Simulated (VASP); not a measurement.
# AlN (P1) in VASP: single point with r2SCAN

Aim: the single point of AlN with r2SCAN.

All numbers are computed with VASP 6.6.1; they aren't measurements. Logs are shortened: lines on timing, memory, paths and dates and some standing lists are left out, and cuts for length are marked.

### 1 The cell of the first run

The typed cell holds 24 atoms: a = 5.171 Å, b = 5.171 Å, c = 7.756 Å, α = 90.00°, β = 90.00°, γ = 90.00°.

### 2 Single point, r2SCAN

POSCAR

```
AlN
1.0
    5.1709192558      0.0000000000      0.0000000000
    0.0000000000      5.1709192558      0.0000000000
    0.0000000000      0.0000000000      7.7563788838
Al N
12 12
Direct
    0.0024287751     -0.0062176566      0.0005867429
   -0.0083093543      0.0598910918      0.3310482944
    0.0047782606      0.0571790015      0.6701845124
    0.0399671683      0.5223200879      0.0119439756
   -0.0392562695      0.5580046520      0.3261280860
    0.0003003334      0.5432857991      0.6619830048
    0.5270538690      0.0399743237      0.0177511958
    0.4688031045     -0.1044437117      0.3350324989
    0.5170218036     -0.0181553792      0.6648820380
    0.5597176937      0.5262238425     -0.0153512356
    0.4582322567      0.4110773916      0.3338058956
    0.4901996869      0.4571933699      0.6558945967
    0.3108456970      0.1594107274      0.1940837371
    0.2489988600      0.4530969996      0.5066509848
    0.2388666190      0.0114552166      0.8417233219
    0.2710255045      0.6364649760      0.1862281384
    0.2154239788      0.9489954798      0.4960380427
    0.3057469904      0.5278937583      0.8257875351
    0.8158595776      0.3270851693      0.1610765821
    0.7555401287      0.0682058610      0.5149243042
    0.7215966476      0.3496281629      0.8294352424
    0.7990467063      0.8493752818      0.1876611524
    0.7067729777      0.5777344128      0.4763730673
    0.7858480860      0.8641734243      0.8624440735
```

INCAR.step1

```
SYSTEM = AlN
  PREC = Accurate
  ENCUT = 520
  ISMEAR = -1
  SIGMA = 0.02
  LREAL = Auto
  LASPH = .True.
  NELM = 100
  NBANDS = 66
  GGA = PE
  ALGO = Normal
  EDIFF = 1E-4
  LWAVE = .True.
  LCHARG = .False.
```

INCAR.step2

```
SYSTEM = AlN
  PREC = Accurate
  ENCUT = 520
  EDIFF = 1E-6
  ISMEAR = -1
  SIGMA = 0.02
  LREAL = Auto
  LASPH = .True.
  NELM = 100
  ALGO = Normal
  ISIF = 2
  LWAVE = .False.
  LCHARG = .False.
  METAGGA = R2SCAN
  LMIXTAU = .True.
  NBANDS = 66
  ISTART = 1
```

KPOINTS

```
regular mesh
0
Gamma
  4 4 2
  0 0 0
```

Potentials or basis: VASP PAW PBE potentials, release 64 (Al, N).

Run with:

```
> cat potpaw_PBE.64/Al/POTCAR potpaw_PBE.64/N/POTCAR > POTCAR
> cp INCAR.step1 INCAR
> mpirun -np 1 vasp_std > vasp.out
> cp INCAR.step2 INCAR
> mpirun -np 1 vasp_std > vasp.out
```

OUTCAR:

```text
SYSTEM = AlN
   PREC = Accurate
   ENCUT = 520
   EDIFF = 1E-6
   ISMEAR = -1
   LREAL = Auto
   LASPH = .True.
   NELM = 100
   ISIF = 2
   METAGGA = R2SCAN
   ISTART = 1

 ion  position               nearest neighbor table
   1  0.002  0.994  0.001-  24 1.69  15 1.74  22 1.94  19 2.33  13 2.35   4 2.45   7 2.47   3 2.58
                             2 2.59   7 2.73   4 2.74  10 3.33
   2  0.992  0.060  0.331-  17 1.82  22 1.85  20 1.88  13 2.03  19 2.12   5 2.58   1 2.59   5 2.60
                             8 2.61   3 2.63   8 2.83  11 3.02  11 3.30
   3  0.005  0.057  0.670-  20 1.76  15 1.81  17 1.82  24 2.12  21 2.44   6 2.51   9 2.55   1 2.58
                             2 2.63   6 2.66   9 2.68  12 3.25
   4  0.040  0.522  0.012-  16 1.90  19 1.92  18 1.99  21 2.35   1 2.45   5 2.48  24 2.49  10 2.49
                            22 2.50  10 2.70   6 2.72   1 2.74  11 3.35
   5  0.961  0.558  0.326-  23 1.76  19 1.90  16 1.98  22 2.03  14 2.12   4 2.48   2 2.58   2 2.60
                             6 2.61  11 2.68  11 2.71   8 3.09   8 3.15
   6  0.000  0.543  0.662-  14 1.82  18 2.03  23 2.10  21 2.18   3 2.51  24 2.53  12 2.57   5 2.61
                             3 2.66  12 2.68   4 2.72
   7  0.527  0.040  0.018-  13 1.87  24 2.02  15 2.03  22 2.16  19 2.38  21 2.39   1 2.47  10 2.53
                             8 2.59  10 2.67   1 2.73   9 2.75  11 3.13
   8  0.469  0.896  0.335-  17 1.83  13 1.93  16 2.04  22 2.07  20 2.22  23 2.33  11 2.51   7 2.59
                             9 2.61   2 2.61  11 2.67   2 2.83   5 3.09   5 3.15  10 3.35
   9  0.517  0.982  0.665-  20 1.75  15 1.99  17 2.04  24 2.16  12 2.46  21 2.52   3 2.55   8 2.61
                             3 2.68  12 2.72   7 2.75
  10  0.560  0.526  0.985-  21 1.73  18 1.80  19 2.17  16 2.24  24 2.31   4 2.49   7 2.53  12 2.60
                             7 2.67   4 2.70  11 2.82   1 3.33   8 3.35
  11  0.458  0.411  0.334-  14 1.74  13 1.86  16 1.90  23 1.90  19 2.32   8 2.51  12 2.52   8 2.67
                             5 2.68   5 2.71  10 2.82   2 3.02   7 3.13   2 3.30   4 3.35
  12  0.490  0.457  0.656-  18 1.67  14 1.70  21 1.88  23 1.89   9 2.46  11 2.52   6 2.57  10 2.60
                             6 2.68   9 2.72   3 3.25
  13  0.311  0.159  0.194-  11 1.86   7 1.87   8 1.93   2 2.03   1 2.35
  14  0.249  0.453  0.507-  12 1.70  11 1.74   6 1.82   5 2.12
  15  0.239  0.011  0.842-   1 1.74   3 1.81   9 1.99   7 2.03
  16  0.271  0.636  0.186-   4 1.90  11 1.90   5 1.98   8 2.04  10 2.24
  17  0.215  0.949  0.496-   2 1.82   3 1.82   8 1.83   9 2.04
  18  0.306  0.528  0.826-  12 1.67  10 1.80   4 1.99   6 2.03
  19  0.816  0.327  0.161-   5 1.90   4 1.92   2 2.12  10 2.17  11 2.32   1 2.33   7 2.38
  20  0.756  0.068  0.515-   9 1.75   3 1.76   2 1.88   8 2.22
  21  0.722  0.350  0.829-  10 1.73  12 1.88   6 2.18   4 2.35   7 2.39   3 2.44   9 2.52
  22  0.799  0.849  0.188-   2 1.85   1 1.94   5 2.03   8 2.07   7 2.16   4 2.50
  23  0.707  0.578  0.476-   5 1.76  12 1.89  11 1.90   6 2.10   8 2.33
  24  0.786  0.864  0.862-   1 1.69   7 2.02   3 2.12   9 2.16  10 2.31   4 2.49   6 2.53

  LATTYP: Found a simple tetragonal cell.
 ALAT       =     5.1709192558
 C/A-ratio  =     1.5000000000

  Lattice vectors:

 A1 = (   5.1709192558,   0.0000000000,   0.0000000000)
 A2 = (   0.0000000000,   5.1709192558,   0.0000000000)
 A3 = (   0.0000000000,   0.0000000000,   7.7563788838)

Analysis of symmetry for initial positions (statically):
=====================================================================
 Subroutine PRICEL returns:
 Original cell was already a primitive cell.

 Routine SETGRP: Setting up the symmetry group for a
 simple tetragonal supercell.

 Subroutine GETGRP returns: Found  1 space group operations
 (whereof  1 operations were pure point group operations)
 out of a pool of 16 trial point group operations.

The static configuration has the point symmetry C_1 .

Analysis of symmetry for dynamics (positions and initial velocities):
=====================================================================
 Subroutine PRICEL returns:
 Original cell was already a primitive cell.

 Routine SETGRP: Setting up the symmetry group for a
 simple tetragonal supercell.

 Subroutine GETGRP returns: Found  1 space group operations
 (whereof  1 operations were pure point group operations)
 out of a pool of 16 trial point group operations.

The dynamic configuration has the point symmetry C_1 .

 Subroutine INISYM returns: Found  1 space group operations
 (whereof  1 operations are pure point group operations),
 and found     1 'primitive' translations

----------------------------------------------------------------------------------------

                                     Primitive cell

  volume of cell :     207.3932

[... 73 lines left out ...]
     0.000000000  0.048347303  0.000000000     0.000000000  0.250000000  0.000000000
     0.000000000  0.000000000  0.064463071     0.000000000  0.000000000  0.500000000

  Length of vectors
     0.048347303  0.048347303  0.064463071

  Shift w.r.t. Gamma in fractional coordinates (k-lattice)
     0.000000000  0.000000000  0.000000000

 Subroutine IBZKPT returns following result:
 ===========================================

 Found     20 irreducible k-points:

 Following reciprocal coordinates:
            Coordinates               Weight
  0.000000  0.000000  0.000000      1.000000
  0.250000  0.000000  0.000000      2.000000
  0.000000  0.250000  0.000000      2.000000
  0.500000  0.000000  0.000000      1.000000
  0.000000  0.500000  0.000000      1.000000
  0.250000  0.250000  0.000000      2.000000
[... 12 lines left out ...]
 -0.250000  0.500000  0.500000      2.000000
  0.500000  0.500000  0.500000      1.000000
   k-points           NKPTS =     20   k-points in BZ     NKDIM =     20   number of bands    NBANDS=     66
   number of dos      NEDOS =    301   number of ions     NIONS =     24
   total plane-waves  NPLWV =  96000
   dimension x,y,z NGX =    40 NGY =   40 NGZ =   60
   dimension x,y,z NGXF=    80 NGYF=   80 NGZF=  120
   ions per type =              12  12
   NGX,Y,Z   is equivalent  to a cutoff of  12.86, 12.86, 12.86 a.u.
   NGXF,Y,Z  is equivalent  to a cutoff of  25.72, 25.72, 25.72 a.u.
 SYSTEM =  AlN
   PREC   = accura    normal or accurate (medium, high low for compatibility)
   ISTART =      1    job   : 0-new  1-cont  2-samecut
   ICHARG =      0    charge: 1-file 2-atom 10-const
   ISPIN  =      1    spin polarized calculation?
   LNONCOLLINEAR =      F non collinear calculations
   LSORBIT =      F    spin-orbit coupling
   LASPH  =      T    aspherical Exc in radial PAW
   ENCUT  =  520.0 eV  38.22 Ry    6.18 a.u.   9.61  9.61 14.42*2*pi/ulx,y,z
   NELM   =    100;   NELMIN=  2; NELMDL=  0     # of ELM steps
   EDIFF  = 0.1E-05   stopping-criterion for ELM
   LREAL  =      T    real-space projection
   EDIFFG = 0.1E-04   stopping-criterion for IOM
   NSW    =      0    number of steps for IOM
   IBRION =     -1    ionic relax: 0-MD 1-quasi-New 2-CG
   NFREE  =      0    steps in history (QN), initial steepest desc. (CG)
   ISIF   =      2    stress and relaxation
   ISYM   =      2    0-nonsym 1-usesym 2-fastsym
   POTIM  = 0.5000    time-step for ionic-motion
   TEBEG  =    0.0;   TEEND  =   0.0 temperature during run
   PSTRESS=    0.0 pullay stress
   NELECT =      96.0000    total number of electrons
   NUPDOWN=      -1.0000    fix difference up-down
   EMIN   =  10.00;   EMAX   =-10.00  energy-range for DOS
   EFERMI =   0.00;   METHOD = LEGACY
   ISMEAR =    -1;   SIGMA  =   0.02  broadening in eV -4-tet -1-fermi 0-gaus
   EFERMI_NEDOS =   21; number of points for ismear=-14 and -15
   IALGO  =     38    algorithm
   IMIX   =      4    mixing-type and parameters
     AMIX     =   0.40;   BMIX     =  1.00
     AMIX_MAG =   1.60;   BMIX_MAG =  1.00
  volume/ion in A,a.u.               =       8.64        58.31
  Fermi-wavevector in a.u.,A,eV,Ry     =   1.266389  2.393128 21.820216  1.603741
  Thomas-Fermi vector in A             =   2.399592
   LORBIT       =      0    0 simple, 1 ext, 2 COOP (PROOUT), +10 PAW based schemes
   METAGGA = R2SCAN    functional components
   LHFCALC =     F    Hartree Fock is set to
   AEXX    =    0.0000 exact exchange contribution
   IVDW    =     0    specifies the selected vdW correction
   LEPSILON=     F    determine dielectric tensor
   LRPA    =     F    only Hartree local field effects (RPA)
 non-spin polarized calculation
  energy-cutoff  :      520.00
  volume of cell :      207.39
 maximum number of plane-waves:      5609
 NGX is ok and might be reduce to    40
   NGX = 19   NGY = 19   NGZ = 29

 number of electron      95.9999999 magnetization

 Free energy of the ion-electron system (eV)
  ---------------------------------------------------
  ext. energy  EPLUGINS =         0.00000000
  ---------------------------------------------------
  free energy    TOTEN  =      -198.18810930 eV

  energy without entropy =     -198.18735142  energy(sigma->0) =     -198.18773036

 E-fermi :  10.9306     XC(G=0): -12.6118

 val. band max:       10.8711874344   @ k =   0.0000   0.0000   0.5000
 cond. band min:      10.9802331566   @ k =   0.0000   0.0000   0.5000
 fundamental gap:      0.1090457222
 Fermi energy:        10.9306264131

 k-point     1 :       0.0000    0.0000    0.0000
  band No.  band energies     occupation
      1      -9.0142      2.00000
      2      -7.5021      2.00000
      3      -7.3101      2.00000
      4      -6.4091      2.00000
      5      -6.2465      2.00000
      6      -5.7378      2.00000
[... 1249 lines left out ...]
     59      16.1910      0.00000
     60      16.3274      0.00000
 [bands above 60 left out]

------------------------ aborting loop because EDIFF is reached ----------------------------------------

  FORCE on cell =-STRESS in cart. coord.  units (eV):
  Direction    XX          YY          ZZ          XY          YZ          ZX
  --------------------------------------------------------------------------------------
  -------------------------------------------------------------------------------------
  Total       11.3452822     96.2460208      4.6480533     -2.0842710      8.8334519     -6.1387211
  in kB       87.6458498    743.5305841     35.9076638    -16.1016446     68.2411760    -47.4235390
  external PRESSURE =     289.0280326 kB  Pullay stress =       0.0000000 kB

 VOLUME and BASIS-vectors are now :
 -----------------------------------------------------------------------------
  energy-cutoff  :      520.00
  volume of cell :      207.39
      direct lattice vectors                 reciprocal lattice vectors
     5.170919256  0.000000000  0.000000000     0.193389212  0.000000000  0.000000000
     0.000000000  5.170919256  0.000000000     0.000000000  0.193389212  0.000000000
     0.000000000  0.000000000  7.756378884     0.000000000  0.000000000  0.128926141

 POSITION                                       TOTAL-FORCE (eV/Angst)
 -----------------------------------------------------------------------------------
      0.01256      5.13877      0.00455         1.903174      2.814305      4.237303
      5.12795      0.30969      2.56774        -0.407438      1.219453     -0.203845
      0.02471      0.29567      5.19821         0.701950     -0.311744      0.939759
      0.20667      2.70088      0.09264         1.704841     -1.111517     -1.299684
      4.96793      2.88540      2.52957         1.587825      1.716181     -0.784844
      0.00155      2.80929      5.13459        -0.211084      1.143170      0.764374
[... 16 lines left out ...]
      3.65467      2.98742      3.69493        -1.132481      0.773371      2.033617
      4.06356      4.46857      6.68944        -4.077521     -3.249306     -2.489116
 -----------------------------------------------------------------------------------
    total drift:                                0.001625      0.018856      0.005410

  FREE ENERGIE OF THE ION-ELECTRON SYSTEM (eV)
  ---------------------------------------------------
  free  energy   TOTEN  =      -198.1881092988 eV

  energy  without entropy=     -198.1873514209  energy(sigma->0) =     -198.18773036
```

Wall time 27 min (1 thread of Intel Xeon Platinum 8259CL at 2.50GHz (Skylake/Cascade Lake), shared host); peak memory 0.4 GiB.

What came out:

* Free energy: -198.1881 eV
* Pressure: 28.9 GPa
* Largest force: 7.297 eV/Å
* Band gap on the k mesh: 0.11 eV

Forces on the atoms (eV/Å):
```
Al   1.903  2.814  4.237
Al  -0.407  1.219 -0.204
Al   0.702 -0.312  0.940
Al   1.705 -1.112 -1.300
Al   1.588  1.716 -0.785
Al  -0.211  1.143  0.764
Al  -0.319 -0.040 -0.771
Al   1.465 -0.887 -0.268
Al  -2.246 -1.980  2.009
Al  -1.192  2.621  2.484
Al   1.202 -1.270 -2.171
Al   3.905 -0.242 -1.130
N    0.740 -2.168 -0.262
N   -6.420 -1.951 -0.920
N    3.928  1.684  0.226
N    1.967  1.376 -1.020
N    1.283 -2.134  1.611
N   -6.212  1.729  3.415
N    0.345  0.953 -1.332
N   -2.712  2.074 -1.598
N    4.285 -1.808 -3.288
N   -0.089 -0.951 -0.182
N   -1.132  0.773  2.034
N   -4.078 -3.249 -2.489
```

Levels at points of the mesh, in eV from the valence-band top:
| k point | band 45 | band 46 | band 47 | band 48 | band 49 | band 50 | band 51 | band 52 |
| --- | --- | --- | --- | --- | --- | --- | --- | --- |
| (0.00, 0.00, 0.00) | -0.91 | -0.47 | -0.39 | -0.01 | 0.81 | 1.45 | 1.63 | 1.86 |
| (0.50, 0.00, 0.00) | -1.22 | -0.62 | -0.52 | -0.24 | 1.21 | 1.63 | 2.59 | 2.62 |
| (0.00, 0.50, 0.00) | -2.27 | -2.18 | -2.15 | -1.77 | 1.49 | 1.62 | 2.34 | 2.44 |
| (0.50, 0.50, 0.00) | -2.47 | -2.33 | -2.14 | -1.78 | 2.05 | 2.51 | 2.80 | 3.10 |
| (0.00, 0.00, 0.50) | -0.90 | -0.51 | -0.40 | 0.00 | 0.11 | 2.02 | 2.37 | 2.47 |
| (0.50, 0.00, 0.50) | -1.21 | -0.60 | -0.47 | -0.22 | 1.45 | 1.83 | 2.25 | 2.48 |
| (0.00, 0.50, 0.50) | -2.45 | -2.30 | -2.09 | -1.79 | 0.79 | 1.02 | 2.83 | 3.00 |
| (0.50, 0.50, 0.50) | -2.73 | -2.42 | -2.38 | -2.06 | 1.86 | 2.28 | 2.40 | 2.69 |

Caveat: the stress differs along the axes, from 4 to 74 GPa; the atoms stand as in a frame of molecular dynamics; the structure was generated, so it needn't be the stable form of AlN; semilocal functionals underestimate gaps, and a narrow one can read as zero; the PAW data sets were made with another functional, which shifts forces and pressure a little.
